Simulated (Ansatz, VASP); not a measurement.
**SiC: VASP beside Ansatz**

INCAR

```
SYSTEM = SiC
  ALGO = Normal
  EDIFF = 1E-6
  ENCUT = 600
  GGA = RP
  GGA_COMPAT = .FALSE.
  ISIF = 2
  ISMEAR = 0
  LASPH = .TRUE.
  LCHARG = .FALSE.
  LREAL = .FALSE.
  LWAVE = .FALSE.
  NBANDS = 11
  NELM = 120
  PREC = Accurate
  SIGMA = 0.01
```

File KPOINTS:

```
k-points
0
G
  6 6 6
  0 0 0
```

File POSCAR:

```
SiC
1.0
    0.0000000000      2.1790000000      2.1790000000
    2.1790000000      0.0000000000      2.1790000000
    2.1790000000      2.1790000000      0.0000000000
Si C
1 1
Direct
    0.0000000000      0.0000000000      0.0000000000
    0.2500000000      0.2500000000      0.2500000000
```

Input for Ansatz:

```yaml
crystal:
  lattice:
    - [0.0, 2.179, 2.179]
    - [2.179, 0.0, 2.179]
    - [2.179, 2.179, 0.0]
  atoms:
    - { symbol: Si, position: [0.0, 0.0, 0.0] }
    - { symbol: C, position: [0.25, 0.25, 0.25] }
basis:
  ecutwfc: 450.0
kpoints:
  mp_grid:
    grid: [6, 6, 6]
hamiltonian:
  xc: rpbe
  pseudopotentials:
    kind: paw
scf:
  convergence:
    dr2_threshold: 1.0e-08
  occupations:
    method: fixed
output:
  stress: true
  eigenvalues: true
```

Alike in both runs: task single point; functional RPBE; k mesh 6 × 6 × 6; no spin polarisation.

|  | VASP | Ansatz |
| --- | --- | --- |
| version | VASP 6.6.1 | Ansatz 0.2.0 |
| potentials or method | VASP PAW PBE potentials, release 64 (Si, C), cutoff 600 eV | plane waves, PAW |
| occupations | gaussian, width 0.01 eV | fixed |
| valence electrons in the cell | 8 | 8 |

Ansatz gave:

- gap on the k mesh at the Fermi level (eV): 1.36
- pressure (GPa): 6.6

Problem. Estimate VASP's values.

Solution. gap on the k mesh at the Fermi level (eV): 1.36; pressure (GPa): 5.9.

VASP's potentials were made for PBE, not for RPBE. Ansatz's warnings: stress scf threshold loose.
